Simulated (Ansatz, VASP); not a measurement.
One calculation of Sb, two programs

The input POSCAR:

```
Sb
1.0
    3.2014912929      0.0000000000      0.0000000000
    0.0000000000      3.2014912929      0.0000000000
    0.0000000000      0.0000000000      3.2014912929
Sb
1
Direct
    0.0000000000      0.0000000000      0.0000000000
```

Contents of INCAR.step1:

```
SYSTEM = Sb
  PREC = Accurate
  ENCUT = 520
  ISMEAR = -1
  SIGMA = 0.1
  LREAL = .False.
  LASPH = .True.
  NELM = 60
  NBANDS = 8
  GGA = PE
  ALGO = Normal
  EDIFF = 1E-4
  LWAVE = .True.
  LCHARG = .False.
```

File INCAR.step2:

```
SYSTEM = Sb
  PREC = Accurate
  ENCUT = 520
  EDIFF = 1E-6
  ISMEAR = -1
  SIGMA = 0.1
  LREAL = .False.
  LASPH = .True.
  NELM = 60
  ALGO = Normal
  ISIF = 2
  LWAVE = .False.
  LCHARG = .False.
  METAGGA = R2SCAN
  LMIXTAU = .True.
  NBANDS = 8
  ISTART = 1
```

File KPOINTS:

```
regular mesh
0
Gamma
  12 12 12
  0 0 0
```

Input for Ansatz:

```yaml
crystal:
  lattice:
    - [3.2014912929, 0.0, 0.0]
    - [0.0, 3.2014912929, 0.0]
    - [0.0, 0.0, 3.2014912929]
  atoms:
    - { symbol: Sb, position: [0.0, 0.0, 0.0] }
hamiltonian:
  xc: r2scan
  pseudopotentials:
    kind: paw
    azcp:
      Sb: "pseudopotentials/Sb.paw.azcp"
basis:
  ecutwfc: 500
  fft_grid_basis: typed
kpoints:
  mp_grid: { grid: [12, 12, 12], shift: [0, 0, 0] }
magnetization:
  spin_polarized: false
scf:
  occupations: { method: fermi_dirac, width: 0.1 }
  lower_state_search: "off"
output:
  stress: true
```

Alike in both runs: task single point; functional r2SCAN; k mesh 12 × 12 × 12; occupations fermi-dirac, width 0.1 eV; no spin polarisation.

|  | VASP | Ansatz |
| --- | --- | --- |
| version | VASP 6.6.1 | Ansatz 0.2.0 |
| potentials or method | VASP PAW PBE potentials, release 64 (Sb), cutoff 520 eV | plane waves (500 eV) with PAW, scalar-relativistic |
| valence electrons in the cell | 5 | 15 |

|  | VASP | Ansatz | Ansatz less VASP |
| --- | --- | --- | --- |
| pressure (GPa) | -4.9 | -4.9 | +0.03 |

VASP's potentials were made for PBE, not for r2SCAN. With one functional, cell and mesh, what is left measures potentials, basis and numerics. VASP's potentials hold 5 valence electrons a cell and Ansatz's 15, so a difference there can come from the potentials and not from the codes.

Neither program's run includes spin-orbit coupling.
